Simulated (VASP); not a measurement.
Input of a VASP 6.6.1 run:

File INCAR:

```
PREC = Accurate ; ENCUT = 520
EDIFF = 1E-8 ; ISMEAR = -1
SIGMA = 0.15 ; LREAL = F
LASPH = T ; NELM = 80
ALGO = Fast ; ISIF = 2
LWAVE = F ; LCHARG = F
GGA = PS ; NBANDS = 30
IBRION = 8 ; NSW = 1
```

File KPOINTS:

```
Automatic mesh
0
Gamma
  12 12 12
```

Contents of POSCAR:

```
Ni3Ge
1.0
    3.5503440159      0.0000000000      0.0000000000
    0.0000000000      3.5503440159      0.0000000000
    0.0000000000      0.0000000000      3.5503440159
Ni Ge
3 1
Direct
    0.5000000000      0.0000000000      0.5000000000
    0.0000000000      0.5000000000      0.5000000000
    0.5000000000      0.5000000000      0.0000000000
    0.0000000000      0.0000000000      0.0000000000
```

Potentials or basis: VASP PAW PBE potentials, release 64 (Ni, Ge_d).

Launch:

```console
$ cat potpaw_PBE.64/Ni/POTCAR potpaw_PBE.64/Ge_d/POTCAR > POTCAR
$ mpirun -np 1 vasp_std > vasp.out
```

Task: Estimate the highest phonon frequency at Γ.

Result: 283 cm⁻¹.

Phonon frequencies in cm⁻¹ (negative: imaginary):
| q point | frequencies |
| --- | --- |
| (0.000, 0.000, 0.000) | 0 0 0 165 165 165 185 185 185 283 283 283 |

Caveat: the cell stands under pressure or tension, which shifts response properties. Spin polarisation is off, so any magnetic state and its effect on volume and gap are missing.
